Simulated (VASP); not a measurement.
Wanted: the native input for a VASP 6.6.1 run.

```yaml
Task: single point
Functional: PBEsol
Dispersion: D3(BJ)
Potentials_or_basis: VASP PAW PBE potentials, release 64 (Sn_d)
Cutoff: 520 eV
k_mesh: 22 × 22 × 22
Occupations: gaussian, width 0.15 eV
Spin: no spin polarisation
Dipole_correction: no
Further_INCAR_settings: ALGO = Fast; EDIFF = 1e-06; NBANDS = 13
```

The structure of Sn lies in POSCAR:

```
Sn
1.0
   -1.7751992964      1.8255885243      2.2119055679
    1.7751992964     -1.8255885243      2.2119055679
    1.7751992964      1.8255885243     -2.2119055679
Sn
1
Direct
    0.0000000000      0.0000000000      0.0000000000
```

This cell differs from its parent crystal: ratio of the length along z to the lengths across it x 0.92, volume and fractional coordinates fixed.

One way to write it, as run:

INCAR

```
  ALGO = Fast
  EDIFF = 1E-6
  ENCUT = 520
  GGA = PS
  ISIF = 2
  ISMEAR = 0
  IVDW = 12
  LASPH = T
  LCHARG = F
  LREAL = F
  LWAVE = F
  NBANDS = 13
  NELM = 80
  PREC = Accurate
  SIGMA = 0.15
```

KPOINTS

```
k-points
0
Gamma
  22 22 22
```

Potentials or basis: VASP PAW PBE potentials, release 64 (Sn_d).

Run with:

```bash
$ cat potpaw_PBE.64/Sn_d/POTCAR > POTCAR
$ mpirun -np 1 vasp_std > vasp.out
```

Results of the run:

- Pressure: -5.9 GPa
- Band gap on the k mesh: zero (band 7 reaches 14.45 eV, above the bottom of band 8 at 5.21 eV)
- Dispersion energy per atom: -0.368 eV

Caveat: the PAW data sets were made with another functional, which shifts forces and pressure a little; spin-orbit coupling is left out, which moves the levels of the heavy elements; pairwise dispersion overbinds metals, which lowers pressure and volume.

It took 8 min on 1 thread of Intel(R) Xeon(R) Platinum 8488C (Sapphire Rapids), with other jobs on the host, peak memory 0.61 GiB.
